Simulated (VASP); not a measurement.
LiCl:

```
CELL_PARAMETERS angstrom
0.00000 -2.56476 -2.56476
2.56476 0.00000 -2.56476
2.56476 -2.56476 0.00000
ATOMIC_POSITIONS crystal
Li 0.00000 0.00000 0.00000
Cl 0.50000 0.50000 0.50000
```

```yaml
Program: VASP 6.6.1
Task: relaxation of cell and atoms
Functional: PBEsol
Potentials_or_basis: VASP PAW PBE potentials, release 64 (Li_sv, Cl)
Cutoff: 600 eV
k_mesh: 8 × 8 × 8
Occupations: gaussian, width 0.02 eV
Spin: no spin polarisation
```

At the start: pressure -1.3 GPa; volume 16.87 Å³/atom.

Where does the relaxation end?

Over 4 steps the energy falls by 2.8 meV/atom and the volume is 16.20 Å³/atom (-4.0 %); space group Fm-3m (No. 225, to 0.1 Å) before and after.

The path:
```tsv
step	energy change (eV)	largest force (eV/Å)	pressure (GPa)	volume (Å³)
1	0.0000	0.0000	-1.30	33.74
2	-0.0042	0.0000	-0.68	33.08
3	-0.0056	0.0000	-0.12	32.53
4	-0.0056	0.0000	-0.04	32.41
```

Final structure:
```
Li Cl
1.0
     0.00000   -2.53051   -2.53051
     2.53051    0.00000   -2.53051
     2.53051   -2.53051    0.00000
Li Cl
1 1
Direct
  0.00000 0.00000 0.00000
  0.50000 0.50000 0.50000
```

Caveat: the cutoff is under 1.25 times the usual one of these potentials, so pressure, stress and relaxed cells hold a basis-set (Pulay) error; the PAW data sets were made with another functional, which shifts forces and pressure a little.
